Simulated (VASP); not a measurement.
# ZrS2 (P-3m1) in VASP: further runs

ZrS2 is run at these levels: PBE-based screened hybrid, HSE06; tasks: single point.

All numbers are computed with VASP 6.6.1; they aren't measurements. Logs are shortened: lines on timing, memory, paths and dates and some standing lists are left out, and cuts for length are marked.

**1. The cell of the first run**

The structure is trigonal, space group P-3m1 (No. 164). Conventional cell: a = 3.674 Å, b = 3.674 Å, c = 5.857 Å, α = 90.00°, β = 90.00°, γ = 120.00°. Within 3.4 Å of Zr (site symmetry -3m) lie 6 S at 2.57 Å. Within 3.4 Å of S (site symmetry 3m) lie 3 Zr at 2.57 Å.

**2. Single point, PBE-based screened hybrid**

The input, POSCAR:

```
ZrS2
1.0
    3.6743990828      0.0000000000      0.0000000000
   -1.8371995414      3.1821229494      0.0000000000
    0.0000000000      0.0000000000      5.8568562426
Zr S
1 2
Direct
    0.0000000000      0.0000000000      0.0000000000
    0.3333333333      0.6666666667      0.2462324613
    0.6666666667      0.3333333333      0.7537675387
```

The input, INCAR.step1:

```
ALGO     = Normal         # electronic algorithm
EDIFF    = 1E-5           # SCF threshold, eV
ENCUT    = 400            # plane-wave cutoff, eV
GGA      = PE             # functional
GGA_COMPAT= False        
ISIF     = 2              # what is computed and relaxed
ISMEAR   = 0              # smearing method
LASPH    = True           # aspherical terms in the spheres
LREAL    = False          # projectors in reciprocal space
LWAVE    = True           # write WAVECAR
NBANDS   = 19             # bands
NELM     = 120            # most SCF steps
PREC     = Accurate       # precision mode
SIGMA    = 0.01           # smearing width, eV
```

The input, INCAR.step2:

```
AEXX     = 0.4            # exact-exchange fraction
ALGO     = Normal         # electronic algorithm
EDIFF    = 1E-6           # SCF threshold, eV
ENCUT    = 400            # plane-wave cutoff, eV
GGA      = PE             # functional
GGA_COMPAT= False        
HFSCREEN = 0.5            # screening, 1/A
ISIF     = 2              # what is computed and relaxed
ISMEAR   = 0              # smearing method
ISTART   = 1            
LASPH    = True           # aspherical terms in the spheres
LCHARG   = True           # write CHGCAR
LELF     = True           # ELF
LHFCALC  = True           # exact exchange
LREAL    = False          # projectors in reciprocal space
LVHAR    = True         
LWAVE    = False          # write WAVECAR
NBANDS   = 19             # bands
NELM     = 120            # most SCF steps
PREC     = Accurate       # precision mode
PRECFOCK = Normal       
SIGMA    = 0.01           # smearing width, eV
```

The input, KPOINTS:

```
k-points
0
Gamma
  6 6 2
```

Potentials or basis: VASP PAW PBE potentials, release 64 (Zr_sv, S).

Launch:

```bash
> cat potpaw_PBE.64/Zr_sv/POTCAR potpaw_PBE.64/S/POTCAR > POTCAR
> cp INCAR.step1 INCAR
> mpirun -np 1 vasp_std > vasp.out
> cp INCAR.step2 INCAR
> mpirun -np 1 vasp_std > vasp.out
```

OUTCAR:

```text
AEXX = 0.4
   EDIFF = 1E-6
   ENCUT = 400
   GGA = PE
   HFSCREEN = 0.5
   ISIF = 2
   ISMEAR = 0
   ISTART = 1
   LASPH = True
   LHFCALC = True
   LREAL = False
   NELM = 120
   PREC = Accurate
   PRECFOCK = Normal

 ion  position               nearest neighbor table
   1  0.000  0.000  0.000-   3 2.57   2 2.57   3 2.57   2 2.57   3 2.57   2 2.57
   2  0.333  0.667  0.246-   1 2.57   1 2.57   1 2.57
   3  0.667  0.333  0.754-   1 2.57   1 2.57   1 2.57

  LATTYP: Found a hexagonal cell.
 ALAT       =     3.6743990828
 C/A-ratio  =     1.5939630156

  Lattice vectors:

 A1 = (   3.6743990828,   0.0000000000,   0.0000000000)
 A2 = (  -1.8371995414,   3.1821229494,   0.0000000000)
 A3 = (   0.0000000000,   0.0000000000,   5.8568562426)

Analysis of symmetry for initial positions (statically):
=====================================================================
 Subroutine PRICEL returns:
 Original cell was already a primitive cell.

 Routine SETGRP: Setting up the symmetry group for a
 hexagonal supercell.

 Subroutine GETGRP returns: Found 12 space group operations
 (whereof 12 operations were pure point group operations)
 out of a pool of 24 trial point group operations.

The static configuration has the point symmetry D_3d.

Analysis of symmetry for dynamics (positions and initial velocities):
=====================================================================
 Subroutine PRICEL returns:
 Original cell was already a primitive cell.

 Routine SETGRP: Setting up the symmetry group for a
 hexagonal supercell.

 Subroutine GETGRP returns: Found 12 space group operations
 (whereof 12 operations were pure point group operations)
 out of a pool of 24 trial point group operations.

The dynamic configuration has the point symmetry D_3d.

 Subroutine INISYM returns: Found 12 space group operations
 (whereof 12 operations are pure point group operations),
 and found     1 'primitive' translations

----------------------------------------------------------------------------------------

                                     Primitive cell

  volume of cell :      68.4806

  direct lattice vectors                    reciprocal lattice vectors
     3.674399083  0.000000000  0.000000000     0.272153345  0.157127807  0.000000000
    -1.837199541  3.182122949  0.000000000     0.000000000  0.314255614  0.000000000
     0.000000000  0.000000000  5.856856243     0.000000000  0.000000000  0.170740062

  length of vectors
     3.674399083  3.674399083  5.856856243     0.314255614  0.314255614  0.170740062

  position of ions in fractional coordinates (direct lattice)
     0.000000000  0.000000000  0.000000000
     0.333333333  0.666666667  0.246232461
     0.666666667  0.333333333  0.753767539

  ion indices of the primitive-cell ions
   primitive index   ion index
                 1           1
                 2           2
                 3           3

----------------------------------------------------------------------------------------

 KPOINTS: k-points

Automatic generation of k-mesh.
 Grid dimensions read from file:
 generate k-points for:    6    6    2

 Generating k-lattice:

  Cartesian coordinates                     Fractional coordinates (reciprocal lattice)
     0.045358891  0.026187968  0.000000000     0.166666667 -0.000000000  0.000000000
     0.000000000  0.052375936  0.000000000     0.000000000  0.166666667  0.000000000
     0.000000000  0.000000000  0.085370031     0.000000000  0.000000000  0.500000000

  Length of vectors
     0.052375936  0.052375936  0.085370031

  Shift w.r.t. Gamma in fractional coordinates (k-lattice)
     0.000000000  0.000000000  0.000000000

 Subroutine IBZKPT returns following result:
 ===========================================

 Found     14 irreducible k-points:

 Following reciprocal coordinates:
            Coordinates               Weight
  0.000000  0.000000  0.000000      1.000000
  0.166667  0.000000  0.000000      6.000000
  0.333333  0.000000  0.000000      6.000000
  0.500000 -0.000000  0.000000      3.000000
  0.166667  0.166667  0.000000      6.000000
  0.333333  0.166667  0.000000     12.000000
  0.333333  0.333333  0.000000      2.000000
  0.000000  0.000000  0.500000      1.000000
  0.166667  0.000000  0.500000      6.000000
  0.333333  0.000000  0.500000      6.000000
  0.500000 -0.000000  0.500000      3.000000
  0.166667  0.166667  0.500000      6.000000
  0.333333  0.166667  0.500000     12.000000
  0.333333  0.333333  0.500000      2.000000
   k-points           NKPTS =     14   k-points in BZ     NKDIM =     72   number of bands    NBANDS=     19
   number of dos      NEDOS =    301   number of ions     NIONS =      3
   total plane-waves  NPLWV =  23040
   dimension x,y,z NGX =    24 NGY =   24 NGZ =   40
   dimension x,y,z NGXF=    48 NGYF=   48 NGZF=   80
   ions per type =               1   2
   NGX,Y,Z   is equivalent  to a cutoff of  10.86, 10.86, 11.35 a.u.
   NGXF,Y,Z  is equivalent  to a cutoff of  21.72, 21.72, 22.71 a.u.
 SYSTEM =  unknown system
   PREC   = accura    normal or accurate (medium, high low for compatibility)
   ISTART =      1    job   : 0-new  1-cont  2-samecut
   ICHARG =      0    charge: 1-file 2-atom 10-const
   ISPIN  =      1    spin polarized calculation?
   LNONCOLLINEAR =      F non collinear calculations
   LSORBIT =      F    spin-orbit coupling
   LASPH  =      T    aspherical Exc in radial PAW
   ENCUT  =  400.0 eV  29.40 Ry    5.42 a.u.   5.99  5.99  9.55*2*pi/ulx,y,z
   NELM   =    120;   NELMIN=  2; NELMDL=  0     # of ELM steps
   EDIFF  = 0.1E-05   stopping-criterion for ELM
   LREAL  =      F    real-space projection
   EDIFFG = 0.1E-04   stopping-criterion for IOM
   NSW    =      0    number of steps for IOM
   IBRION =     -1    ionic relax: 0-MD 1-quasi-New 2-CG
   NFREE  =      0    steps in history (QN), initial steepest desc. (CG)
   ISIF   =      2    stress and relaxation
   ISYM   =      3    0-nonsym 1-usesym 2-fastsym
   POTIM  = 0.5000    time-step for ionic-motion
   TEBEG  =    0.0;   TEEND  =   0.0 temperature during run
   PSTRESS=    0.0 pullay stress
   NELECT =      24.0000    total number of electrons
   NUPDOWN=      -1.0000    fix difference up-down
   EMIN   =  10.00;   EMAX   =-10.00  energy-range for DOS
   EFERMI =   0.00;   METHOD = LEGACY
   ISMEAR =     0;   SIGMA  =   0.01  broadening in eV -4-tet -1-fermi 0-gaus
   EFERMI_NEDOS =   21; number of points for ismear=-14 and -15
   IALGO  =     38    algorithm
   IMIX   =      1    mixing-type and parameters
     AMIX     =   0.40;   BMIX     =  1.00
     AMIX_MAG =   1.60;   BMIX_MAG =  1.00
  volume/ion in A,a.u.               =      22.83       154.04
  Fermi-wavevector in a.u.,A,eV,Ry     =   1.154222  2.181163 18.126064  1.332228
  Thomas-Fermi vector in A             =   2.290860
   LORBIT       =      0    0 simple, 1 ext, 2 COOP (PROOUT), +10 PAW based schemes
   GGA     = PE    functional components
   LHFCALC =     T    Hartree Fock is set to
   PRECFOCK=normal    Normal, Fast or Accurate (Low or Medium for compatibility)
   ENCUT4O =  -1.0   cutoff for four orbital integrals eV
   NKREDX  =     1    reduce k-point grid by
   NKREDY  =     1    reduce k-point grid by
   NKREDZ  =     1    reduce k-point grid by
   AEXX    =    0.4000 exact exchange contribution
   HFSCREEN=    0.5000 screening length (either q_TF or 0.3 A-1)
   HFSCREENC=   0.5000 screening length for correlation (either q_TF or 0.3 A-1)
   ENCUTFOCK=  -1.0 apply spherical cutoff to Coloumb kernel
   IVDW    =     0    specifies the selected vdW correction
   LEPSILON=     F    determine dielectric tensor
   LRPA    =     F    only Hartree local field effects (RPA)
 non-spin polarized calculation
 Gauss-broadening in eV      SIGMA  =   0.01
  energy-cutoff  :      400.00
  volume of cell :       68.48
 maximum number of plane-waves:      1254
 NGX is ok and might be reduce to    24
  NGX = 18; NGY = 18; NGZ = 30

 number of electron      24.0000004 magnetization

 Free energy of the ion-electron system (eV)
  ---------------------------------------------------
  ext. energy  EPLUGINS =         0.00000000
  ---------------------------------------------------
  free energy    TOTEN  =       -24.77212249 eV

  energy without entropy =      -24.77212249  energy(sigma->0) =      -24.77212249

 E-fermi :   4.3114     XC(G=0):  -7.6200

 val. band max:        4.2280467502   @ k =   0.0000   0.0000   0.0000
 cond. band min:       5.7056076870   @ k =   0.5000  -0.0000   0.5000
 fundamental gap:      1.4775609368
 Fermi energy:         4.3114369823

 k-point     1 :       0.0000    0.0000    0.0000
  band No.  band energies     occupation
      1     -49.4708      2.00000
      2     -25.4400      2.00000
      3     -25.2539      2.00000
      4     -25.2539      2.00000
      5     -10.1343      2.00000
      6      -8.4606      2.00000
[... 11 lines left out ...]
     18      10.6230      0.00000
     19      10.8496      0.00000

 k-point     2 :       0.1667    0.0000    0.0000
  band No.  band energies     occupation
      1     -49.4649      2.00000
      2     -25.4221      2.00000
      3     -25.3336      2.00000
      4     -25.2707      2.00000
      5      -9.8275      2.00000
      6      -8.5429      2.00000
[... 11 lines left out ...]
     18      11.8981      0.00000
     19      12.4506      0.00000

 k-point     3 :       0.3333    0.0000    0.0000
  band No.  band energies     occupation
      1     -49.4530      2.00000
      2     -25.4905      2.00000
      3     -25.3847      2.00000
      4     -25.3040      2.00000
      5      -9.1934      2.00000
      6      -8.6576      2.00000
[... 11 lines left out ...]
     18      12.5142      0.00000
     19      13.3141      0.00000

 k-point     4 :       0.5000   -0.0000    0.0000
  band No.  band energies     occupation
      1     -49.4471      2.00000
      2     -25.5662      2.00000
      3     -25.3666      2.00000
      4     -25.3205      2.00000
      5      -9.0029      2.00000
      6      -8.5347      2.00000
[... 187 lines left out ...]
     18      13.5414      0.00000
     19      13.5415      0.00000

 k-point    13 :       0.3333    0.1667    0.5000
  band No.  band energies     occupation
      1     -49.4471      2.00000
      2     -25.5249      2.00000
      3     -25.3705      2.00000
      4     -25.3598      2.00000
      5      -8.9571      2.00000
      6      -8.5753      2.00000
[... 11 lines left out ...]
     18      12.1029      0.00000
     19      13.0629      0.00000

 k-point    14 :       0.3333    0.3333    0.5000
  band No.  band energies     occupation
      1     -49.4441      2.00000
      2     -25.4675      2.00000
      3     -25.4675      2.00000
      4     -25.3589      2.00000
      5      -8.6912      2.00000
      6      -8.6912      2.00000
[... 11 lines left out ...]
     18      13.1795      0.00000
     19      13.7454      0.00000

------------------------ aborting loop because EDIFF is reached ----------------------------------------

  FORCE on cell =-STRESS in cart. coord.  units (eV):
  Direction    XX          YY          ZZ          XY          YZ          ZX
  --------------------------------------------------------------------------------------
  -------------------------------------------------------------------------------------
  Total       -0.1197162     -0.1197162      0.1071517      0.0000000      0.0000000     -0.0000000
  in kB       -2.8008880     -2.8008880      2.5069269      0.0000000      0.0000000     -0.0000000
  external PRESSURE =      -1.0316164 kB  Pullay stress =       0.0000000 kB

 VOLUME and BASIS-vectors are now :
 -----------------------------------------------------------------------------
  energy-cutoff  :      400.00
  volume of cell :       68.48
      direct lattice vectors                 reciprocal lattice vectors
     3.674399083  0.000000000  0.000000000     0.272153345  0.157127807  0.000000000
    -1.837199541  3.182122949  0.000000000     0.000000000  0.314255614  0.000000000
     0.000000000  0.000000000  5.856856243     0.000000000  0.000000000  0.170740062

 POSITION                                       TOTAL-FORCE (eV/Angst)
 -----------------------------------------------------------------------------------
      0.00000      0.00000      0.00000         0.000000      0.000000      0.000000
     -0.00000      2.12142      1.44215        -0.000000      0.000000     -0.217609
      1.83720      1.06071      4.41471        -0.000000      0.000000      0.217609
 -----------------------------------------------------------------------------------
    total drift:                                0.000000     -0.000000      0.000001

  FREE ENERGIE OF THE ION-ELECTRON SYSTEM (eV)
  ---------------------------------------------------
  free  energy   TOTEN  =       -24.7721224911 eV

  energy  without entropy=      -24.7721224911  energy(sigma->0) =      -24.77212249
```

Wall time 10 min (1 thread of Intel Xeon Platinum 8559C (Emerald Rapids), shared host); peak memory 0.26 GiB.

Results:

```
Free energy            : -24.7721 eV
Pressure               : -0.1 GPa
Largest force          : 0.218 eV/Å
Band gap on the k mesh : 1.48 eV, indirect (least direct gap 2.21 eV)
```

Forces in eV/Å, atoms in the order of the input:
```
Zr   0.000  0.000  0.000
S    0.000  0.000 -0.218
S    0.000  0.000  0.218
```

Stress tensor (GPa, compression positive):
```
-0.28  0.00  0.00
 0.00 -0.28  0.00
 0.00  0.00  0.25
```

Caveat: the k points lie up to 0.54 Å⁻¹ apart; the PAW data sets were made with another functional, which shifts forces and pressure a little. A k mesh can miss the band edges.

**3. Single point, HSE06**

POSCAR is that of step 2.

The input, INCAR.step1:

```
SYSTEM = ZrS2
  ALGO = Normal
  EDIFF = 1E-5
  ENCUT = 400
  GGA = PE
  GGA_COMPAT = .False.
  ISIF = 2
  ISMEAR = 0
  LASPH = .True.
  LCHARG = .False.
  LREAL = .False.
  LWAVE = .True.
  NBANDS = 19
  NELM = 120
  PREC = Accurate
  SIGMA = 0.01
```

The input, INCAR.step2:

```
SYSTEM = ZrS2
  ALGO = Normal
  EDIFF = 1E-6
  ENCUT = 400
  GGA = PE
  GGA_COMPAT = .False.
  HFSCREEN = 0.2079
  ISIF = 2
  ISMEAR = 0
  ISTART = 1
  LASPH = .True.
  LCHARG = .False.
  LHFCALC = .True.
  LREAL = .False.
  LWAVE = .False.
  NBANDS = 19
  NELM = 120
  PREC = Accurate
  PRECFOCK = Normal
  SIGMA = 0.01
```

The input, KPOINTS:

```
k-points
0
Gamma
  6 6 2
  0 0 0
```

Potentials or basis: VASP PAW PBE potentials, release 64 (Zr_sv, S).

Launch:

```bash
> cat potpaw_PBE.64/Zr_sv/POTCAR potpaw_PBE.64/S/POTCAR > POTCAR
> cp INCAR.step1 INCAR
> mpirun -np 1 vasp_std > vasp.out
> cp INCAR.step2 INCAR
> mpirun -np 1 vasp_std > vasp.out
```

Wall time 10 min (1 thread of Intel Xeon Platinum 8559C (Emerald Rapids), shared host); peak memory 0.26 GiB.

It converged, with:

| Item | Value |
| --- | --- |
| Free energy | -25.4157 eV |
| Pressure | 0.0 GPa |
| Largest force | 0.189 eV/Å |
| Band gap on the k mesh | 1.68 eV, indirect (least direct gap 2.39 eV) |

Forces on the atoms (eV/Å):
```
Zr   0.000  0.000  0.000
S    0.000  0.000 -0.189
S    0.000  0.000  0.189
```

Stress tensor (GPa, compression positive):
```
-0.22  0.00  0.00
 0.00 -0.22  0.00
 0.00  0.00  0.46
```

Levels at points of the mesh, in eV from the valence-band top:
```csv
k point,band 8,band 9,band 10,band 11,band 12,band 13,band 14,band 15,band 16,band 17
"(0.00, 0.00, 0.00)",-3.20,-3.20,-0.18,-0.18,0.00,2.39,2.39,3.30,5.84,5.84
"(0.50, 0.00, 0.00)",-2.98,-2.83,-2.74,-2.11,-1.49,1.84,4.28,4.58,6.77,6.95
"(0.00, 0.00, 0.50)",-3.15,-3.15,-1.97,-0.34,-0.34,2.34,2.34,3.64,6.28,6.28
"(0.50, 0.00, 0.50)",-3.70,-3.01,-2.56,-1.19,-0.93,1.68,4.26,4.59,6.21,6.60
```

Caveat: the k points lie up to 0.54 Å⁻¹ apart; the PAW data sets were made with another functional, which shifts forces and pressure a little; this functional lacks dispersion, which binds the layers, so the pressure and a relaxed spacing across them are unreliable. A k mesh can miss the band edges.
